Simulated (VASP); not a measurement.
# Cu (Fm-3m) in VASP: settings compared

The runs below take Cu through single point, with PBEsol, RPBE.

All numbers are computed with VASP 6.6.1; they aren't measurements. Logs are shortened: lines on timing, memory, paths and dates and some standing lists are left out, and cuts for length are marked.

## 1. The cell of the first run

Symmetry: Fm-3m, No. 225, cubic system. Conventional cell: a = 2.690 Å, b = 2.690 Å, c = 2.690 Å, α = 90.00°, β = 90.00°, γ = 90.00°. Within 2.5 Å of Cu (site symmetry m-3m) lie 12 Cu at 1.90 Å.

## 2. Single point, PBEsol

The input, INCAR:

```
PREC = Accurate ; ENCUT = 520
EDIFF = 1E-6 ; ISMEAR = -1
SIGMA = 0.08 ; LREAL = F
LASPH = T ; NELM = 60
ALGO = Normal ; ISIF = 2
LWAVE = F ; LCHARG = F
GGA = PS ; NBANDS = 12
```

The input, KPOINTS:

```
Automatic mesh
0
Gamma
  25 25 25
```

The input, POSCAR:

```
Cu
1.0
    0.0000000000      1.3449556456      1.3449556456
    1.3449556456      0.0000000000      1.3449556456
    1.3449556456      1.3449556456      0.0000000000
Cu
1
Direct
    0.0000000000      0.0000000000      0.0000000000
```

Potentials or basis: VASP PAW PBE potentials, release 64 (Cu).

The run is started by

```console
$ cat potpaw_PBE.64/Cu/POTCAR > POTCAR
$ mpirun -np 1 vasp_std > vasp.out
```

OUTCAR:

```text
PREC = Accurate
   ENCUT = 520
   EDIFF = 1E-6
   ISMEAR = -1
   LREAL = F
   LASPH = T
   NELM = 60
   ISIF = 2
   GGA = PS

 ion  position               nearest neighbor table
   1  0.000  0.000  0.000-

  LATTYP: Found a face centered cubic cell.
 ALAT       =     2.6899112912

  Lattice vectors:

 A1 = (   0.0000000000,   1.3449556456,   1.3449556456)
 A2 = (   1.3449556456,   0.0000000000,   1.3449556456)
 A3 = (   1.3449556456,   1.3449556456,   0.0000000000)

Analysis of symmetry for initial positions (statically):
=====================================================================
 Subroutine PRICEL returns:
 Original cell was already a primitive cell.

 Routine SETGRP: Setting up the symmetry group for a
 face centered cubic supercell.

 Subroutine GETGRP returns: Found 48 space group operations
 (whereof 48 operations were pure point group operations)
 out of a pool of 48 trial point group operations.

The static configuration has the point symmetry O_h .

Analysis of symmetry for dynamics (positions and initial velocities):
=====================================================================
 Subroutine PRICEL returns:
 Original cell was already a primitive cell.

 Routine SETGRP: Setting up the symmetry group for a
 face centered cubic supercell.

 Subroutine GETGRP returns: Found 48 space group operations
 (whereof 48 operations were pure point group operations)
 out of a pool of 48 trial point group operations.

The dynamic configuration has the point symmetry O_h .

 Subroutine INISYM returns: Found 48 space group operations
 (whereof 48 operations are pure point group operations),
 and found     1 'primitive' translations

----------------------------------------------------------------------------------------

                                     Primitive cell

  volume of cell :       4.8658

  direct lattice vectors                    reciprocal lattice vectors
     0.000000000  1.344955646  1.344955646    -0.371759472  0.371759472  0.371759472
     1.344955646  0.000000000  1.344955646     0.371759472 -0.371759472  0.371759472
     1.344955646  1.344955646  0.000000000     0.371759472  0.371759472 -0.371759472

  length of vectors
     1.902054515  1.902054515  1.902054515     0.643906293  0.643906293  0.643906293

  position of ions in fractional coordinates (direct lattice)
     0.000000000  0.000000000  0.000000000

  ion indices of the primitive-cell ions
   primitive index   ion index
                 1           1

----------------------------------------------------------------------------------------

 KPOINTS: Automatic mesh

Automatic generation of k-mesh.
 Grid dimensions read from file:
 generate k-points for:   25   25   25

 Generating k-lattice:

  Cartesian coordinates                     Fractional coordinates (reciprocal lattice)
    -0.014870379  0.014870379  0.014870379     0.040000000  0.000000000  0.000000000
     0.014870379 -0.014870379  0.014870379     0.000000000  0.040000000  0.000000000
     0.014870379  0.014870379 -0.014870379     0.000000000  0.000000000  0.040000000

  Length of vectors
     0.025756252  0.025756252  0.025756252

  Shift w.r.t. Gamma in fractional coordinates (k-lattice)
     0.000000000  0.000000000  0.000000000

 Subroutine IBZKPT returns following result:
 ===========================================

 Found    455 irreducible k-points:

 Following reciprocal coordinates:
            Coordinates               Weight
  0.000000  0.000000  0.000000      1.000000
  0.040000  0.000000  0.000000      8.000000
  0.080000  0.000000  0.000000      8.000000
  0.120000  0.000000  0.000000      8.000000
  0.160000  0.000000  0.000000      8.000000
  0.200000  0.000000  0.000000      8.000000
[... 16 lines left out ...]
  0.400000  0.040000  0.000000     24.000000
  0.440000  0.040000  0.000000     24.000000
 [... further k-points ...]
   k-points           NKPTS =    455   k-points in BZ     NKDIM =    455   number of bands    NBANDS=     12
   number of dos      NEDOS =    301   number of ions     NIONS =      1
   total plane-waves  NPLWV =   2744
   dimension x,y,z NGX =    14 NGY =   14 NGZ =   14
   dimension x,y,z NGXF=    28 NGYF=   28 NGZF=   28
   ions per type =               1
   NGX,Y,Z   is equivalent  to a cutoff of  12.24, 12.24, 12.24 a.u.
   NGXF,Y,Z  is equivalent  to a cutoff of  24.47, 24.47, 24.47 a.u.
 SYSTEM =  unknown system
   PREC   = accura    normal or accurate (medium, high low for compatibility)
   ISTART =      0    job   : 0-new  1-cont  2-samecut
   ICHARG =      2    charge: 1-file 2-atom 10-const
   ISPIN  =      1    spin polarized calculation?
   LNONCOLLINEAR =      F non collinear calculations
   LSORBIT =      F    spin-orbit coupling
   LASPH  =      T    aspherical Exc in radial PAW
   ENCUT  =  520.0 eV  38.22 Ry    6.18 a.u.   3.54  3.54  3.54*2*pi/ulx,y,z
   NELM   =     60;   NELMIN=  2; NELMDL= -5     # of ELM steps
   EDIFF  = 0.1E-05   stopping-criterion for ELM
   LREAL  =      F    real-space projection
   EDIFFG = 0.1E-04   stopping-criterion for IOM
   NSW    =      0    number of steps for IOM
   IBRION =     -1    ionic relax: 0-MD 1-quasi-New 2-CG
   NFREE  =      0    steps in history (QN), initial steepest desc. (CG)
   ISIF   =      2    stress and relaxation
   ISYM   =      2    0-nonsym 1-usesym 2-fastsym
   POTIM  = 0.5000    time-step for ionic-motion
   TEBEG  =    0.0;   TEEND  =   0.0 temperature during run
   PSTRESS=    0.0 pullay stress
   NELECT =      11.0000    total number of electrons
   NUPDOWN=      -1.0000    fix difference up-down
   EMIN   =  10.00;   EMAX   =-10.00  energy-range for DOS
   EFERMI =   0.00;   METHOD = LEGACY
   ISMEAR =    -1;   SIGMA  =   0.08  broadening in eV -4-tet -1-fermi 0-gaus
   EFERMI_NEDOS =   21; number of points for ismear=-14 and -15
   IALGO  =     38    algorithm
   IMIX   =      4    mixing-type and parameters
     AMIX     =   0.40;   BMIX     =  1.00
     AMIX_MAG =   1.60;   BMIX_MAG =  1.00
  volume/ion in A,a.u.               =       4.87        32.84
  Fermi-wavevector in a.u.,A,eV,Ry     =   2.148594  4.060255 62.810721  4.616458
  Thomas-Fermi vector in A             =   3.125584
   LORBIT       =      0    0 simple, 1 ext, 2 COOP (PROOUT), +10 PAW based schemes
   GGA     = PS    functional components
   LHFCALC =     F    Hartree Fock is set to
   AEXX    =    0.0000 exact exchange contribution
   IVDW    =     0    specifies the selected vdW correction
   LEPSILON=     F    determine dielectric tensor
   LRPA    =     F    only Hartree local field effects (RPA)
 non-spin polarized calculation
  energy-cutoff  :      520.00
  volume of cell :        4.87
 maximum number of plane-waves:       141
   NGX =  7   NGY =  7   NGZ =  7

 number of electron      10.9999994 magnetization

 Free energy of the ion-electron system (eV)
  ---------------------------------------------------
  ext. energy  EPLUGINS =         0.00000000
  ---------------------------------------------------
  free energy    TOTEN  =         5.76147146 eV

  energy without entropy =        5.76437605  energy(sigma->0) =        5.76292376

 E-fermi :  26.7680     XC(G=0): -19.0430

 val. band max:       26.7518637472   @ k =   0.4800   0.3200   0.0800
 cond. band min:      26.7958091969   @ k =   0.4800   0.3600   0.0800
 fundamental gap:      0.0439454497
 Fermi energy:        26.7679898984

 k-point     1 :       0.0000    0.0000    0.0000
  band No.  band energies     occupation
      1       7.4029      2.00000
      2      17.4536      2.00000
      3      17.4536      2.00000
      4      17.4536      2.00000
      5      20.7072      2.00000
      6      20.7072      2.00000
      7      52.9477      0.00000
      8      63.8677      0.00000
      9      63.8677      0.00000
     10      63.8677      0.00000
     11      72.6591      0.00000
     12      74.2591      0.00000

 k-point     2 :       0.0400    0.0000    0.0000
  band No.  band energies     occupation
      1       7.5213      2.00000
      2      17.3964      2.00000
      3      17.4946      2.00000
      4      17.4946      2.00000
      5      20.6828      2.00000
      6      20.6828      2.00000
      7      53.0112      0.00000
      8      62.7646      0.00000
      9      63.9246      0.00000
     10      63.9246      0.00000
     11      73.2110      0.00000
     12      74.2427      0.00000

 k-point     3 :       0.0800    0.0000    0.0000
  band No.  band energies     occupation
      1       7.8701      2.00000
      2      17.2360      2.00000
      3      17.6095      2.00000
      4      17.6095      2.00000
      5      20.6193      2.00000
      6      20.6193      2.00000
      7      53.1475      0.00000
      8      60.4780      0.00000
      9      64.0865      0.00000
     10      64.0865      0.00000
     11      72.9020      0.00000
     12      74.1659      0.00000

 k-point     4 :       0.1200    0.0000    0.0000
  band No.  band energies     occupation
      1       8.4281      2.00000
      2      17.0052      2.00000
      3      17.7717      2.00000
      4      17.7717      2.00000
      5      20.5463      2.00000
      6      20.5463      2.00000
      7      53.1527      0.00000
      8      58.0668      0.00000
      9      64.3276      0.00000
     10      64.3276      0.00000
     11      72.2496      0.00000
     12      73.9476      0.00000

 k-point     5 :       0.1600    0.0000    0.0000
  band No.  band energies     occupation
      1       9.1549      2.00000
      2      16.7598      2.00000
      3      17.9324      2.00000
      4      17.9324      2.00000
      5      20.5166      2.00000
      6      20.5167      2.00000
      7      52.5215      0.00000
      8      56.1923      0.00000
      9      64.6113      0.00000
     10      64.6113      0.00000
     11      71.7661      0.00000
     12      73.4822      0.00000

 k-point     6 :       0.2000    0.0000    0.0000
  band No.  band energies     occupation
      1       9.9797      2.00000
      2      16.5829      2.00000
      3      18.0267      2.00000
      4      18.0267      2.00000
      5      20.5968      2.00000
      6      20.5968      2.00000
      7      50.8079      0.00000
      8      55.2416      0.00000
      9      64.8923      0.00000
     10      64.8923      0.00000
     11      71.7247      0.00000
     12      72.7069      0.00000

 k-point     7 :       0.2400    0.0000    0.0000
  band No.  band energies     occupation
      1      10.7860      2.00000
      2      16.5959      2.00000
      3      18.0105      2.00000
      4      18.0105      2.00000
      5      20.8285      2.00000
      6      20.8285      2.00000
      7      48.5385      0.00000
      8      54.6387      0.00000
      9      65.1234      0.00000
     10      65.1234      0.00000
     11      71.6826      0.00000
     12      71.6826      0.00000

 k-point     8 :       0.2800    0.0000    0.0000
  band No.  band energies     occupation
      1      11.4183      2.00000
      2      16.9461      2.00000
      3      17.8953      2.00000
      4      17.8954      2.00000
      5      21.1916      2.00000
      6      21.1916      2.00000
      7      46.1637      0.00000
      8      53.9834      0.00000
      9      65.2526      0.00000
     10      65.2526      0.00000
     11      70.5713      0.00000
     12      70.5713      0.00000
[... 166 lines left out ...]
 k-point    20 :       0.2800    0.0400    0.0000
  band No.  band energies     occupation
      1      11.3225      2.00000
      2      16.6519      2.00000
      3      17.9015      2.00000
      4      18.0190      2.00000
      5      20.8686      2.00000
      6      21.3601      2.00000
      7      47.0067      0.00000
      8      54.1466      0.00000
      9      63.2957      0.00000
     10      66.9710      0.00000
     11      68.9923      0.00000
     12      72.0016      0.00000

 k-point    21 :       0.3200    0.0400    0.0000
  band No.  band energies     occupation
      1      11.7705      2.00000
      2      17.2382      2.00000
      3      17.7126      2.00000
      4      17.8721      2.00000
      5      21.3771      2.00000
      6      21.7566      2.00000
      7      44.6481      0.00000
      8      53.4508      0.00000
      9      63.1830      0.00000
     10      67.4279      0.00000
     11      67.8914      0.00000
     12      71.1947      0.00000

 k-point    22 :       0.3600    0.0400    0.0000
  band No.  band energies     occupation
      1      11.9500      2.00000
      2      17.5048      2.00000
      3      17.6981      2.00000
      4      18.1775      2.00000
      5      21.9487      2.00000
      6      22.1624      2.00000
      7      42.3978      0.00000
      8      52.7431      0.00000
      9      63.0362      0.00000
     10      66.5070      0.00000
     11      67.9410      0.00000
     12      70.4689      0.00000

 k-point    23 :       0.4000    0.0400    0.0000
  band No.  band energies     occupation
      1      11.9647      2.00000
      2      17.3295      2.00000
      3      17.5315      2.00000
      4      19.2509      2.00000
      5      22.5192      2.00000
      6      22.5412      2.00000
      7      40.3558      0.00000
      8      52.1134      0.00000
      9      62.9090      0.00000
     10      65.3118      0.00000
     11      68.2418      0.00000
     12      69.8695      0.00000

 k-point    24 :       0.4400    0.0400    0.0000
  band No.  band energies     occupation
      1      11.9185      2.00000
      2      17.1984      2.00000
      3      17.3965      2.00000
      4      20.2153      2.00000
      5      22.7784      2.00000
      6      23.1133      2.00000
      7      38.6713      0.00000
      8      51.6308      0.00000
      9      62.8794      0.00000
     10      64.2855      0.00000
     11      68.4968      0.00000
     12      69.3961      0.00000

 [... further k-points ...]
[... 5 lines left out ...]
  --------------------------------------------------------------------------------------
  -------------------------------------------------------------------------------------
  Total       34.5512724     34.5512724     34.5512724      0.0000000      0.0000000     -0.0000000
  in kB    11376.8162820  11376.8162820  11376.8162820      0.0000000      0.0000000     -0.0000000
  external PRESSURE =   11376.8162820 kB  Pullay stress =       0.0000000 kB

 VOLUME and BASIS-vectors are now :
 -----------------------------------------------------------------------------
  energy-cutoff  :      520.00
  volume of cell :        4.87
      direct lattice vectors                 reciprocal lattice vectors
     0.000000000  1.344955646  1.344955646    -0.371759472  0.371759472  0.371759472
     1.344955646  0.000000000  1.344955646     0.371759472 -0.371759472  0.371759472
     1.344955646  1.344955646  0.000000000     0.371759472  0.371759472 -0.371759472

 POSITION                                       TOTAL-FORCE (eV/Angst)
 -----------------------------------------------------------------------------------
      0.00000      0.00000      0.00000         0.000000      0.000000      0.000000
 -----------------------------------------------------------------------------------
    total drift:                               -0.000000     -0.000000      0.000000

  FREE ENERGIE OF THE ION-ELECTRON SYSTEM (eV)
  ---------------------------------------------------
  free  energy   TOTEN  =         5.7614714629 eV

  energy  without entropy=        5.7643760486  energy(sigma->0) =        5.76292376
```

It took 47 s on 1 thread of AMD EPYC 7R13, shared host; peak memory 0.1 GiB.

The run converged, but its numbers aren't listed here, since they failed a check.

Caveat: the PAW data sets were made with another functional, which shifts forces and pressure a little.

[end of part 1 of 2]
